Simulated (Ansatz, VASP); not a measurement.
## One calculation of AgPdCl3, two programs

```
CELL_PARAMETERS angstrom
6.74067 0.00000 0.00000
-3.37033 5.83759 0.00000
0.00000 0.00000 5.75890
ATOMIC_POSITIONS crystal
Ag 0.00000 0.00000 0.50000
Ag 0.00000 0.00000 0.00000
Pd 0.33333 0.66667 0.75000
Pd 0.66667 0.33333 0.25000
Cl 0.14600 0.29200 0.25000
Cl 0.85400 0.14600 0.75000
Cl 0.85400 0.70800 0.75000
Cl 0.14600 0.85400 0.25000
Cl 0.70800 0.85400 0.25000
Cl 0.29200 0.14600 0.75000
```

Alike in both runs: task relaxation of cell and atoms; functional PBE; k mesh 3 × 3 × 4; occupations gaussian, width 0.1 eV; no spin polarisation.

|  | VASP | Ansatz |
| --- | --- | --- |
| version | VASP 6.6.1 | Ansatz 0.2.0 |
| potentials or method | VASP PAW PBE potentials, release 64 (Ag, Pd, Cl), cutoff 600 eV | scalar-relativistic, plane waves, PAW |
| valence electrons in the cell | 84 | 116 |

Ansatz gave:

| Quantity | Value |
| --- | --- |
| gap on the k mesh at the Fermi level, each at its own relaxed structure (eV) | none |
| relaxed volume (Å³/atom) | 23.90 |
| relaxed cell length with the largest relative difference (Å) | 6.466 |

**Question.** What did VASP give for the same quantities?

**Answer.** gap on the k mesh at the Fermi level, each at its own relaxed structure (eV): none; relaxed volume (Å³/atom): 23.67; relaxed cell length with the largest relative difference (Å): 6.255.

A gap of «none» marks a metal or a gap that the smearing closes. VASP's potentials hold 84 valence electrons a cell and Ansatz's 116, so a difference there can come from the potentials and not from the codes.
